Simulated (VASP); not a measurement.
Here is a VASP 6.6.1 calculation.

Contents of INCAR:

```
PREC = Accurate
ENCUT = 520
EDIFF = 1E-6
ISMEAR = 0
SIGMA = 0.1
LREAL = F
LASPH = T
NELM = 80
ALGO = Normal
ISIF = 2
LWAVE = F
LCHARG = F
GGA = PS
NBANDS = 11
```

File KPOINTS:

```
Automatic mesh
0
Gamma
  8 8 8
```

The input POSCAR:

```
MgO
1.0
    0.0000000000      2.1085000000      2.1085000000
    2.1085000000      0.0000000000      2.1085000000
    2.1085000000      2.1085000000      0.0000000000
Mg O
1 1
Direct
    0.0000000000      0.0000000000      0.0000000000
    0.5000000000      0.5000000000      0.5000000000
```

Potentials or basis: VASP PAW PBE potentials, release 64 (Mg, O).

Command:

```console
$ cat potpaw_PBE.64/Mg/POTCAR potpaw_PBE.64/O/POTCAR > POTCAR
$ mpirun -np 1 vasp_std > vasp.out
```

**Question.** What does it give for the pressure?

**Answer.** -0.8 GPa.

**Question.** Estimate the band gap on the k mesh.

**Answer.** 4.60 eV, direct.

Caveat: the PAW data sets were made with another functional, which shifts forces and pressure a little.

**Measured values to compare with.**

From “Electronic structure of alkaline earth and post-transition metal oxides”, 2009, arxiv:0908.1581, for a bulk crystal of MgO: band gap 7.83 eV.

Against the measured gap of MgO, 7.83 eV (quoted in “Electronic structure of alkaline earth and post-transition metal oxides”, 2009, arxiv:0908.1581), the calculated 4.60 eV is off by -3.23 eV. The value is that of PBEsol, without temperature or zero-point motion. Semilocal functionals fall short of measured gaps as a rule.
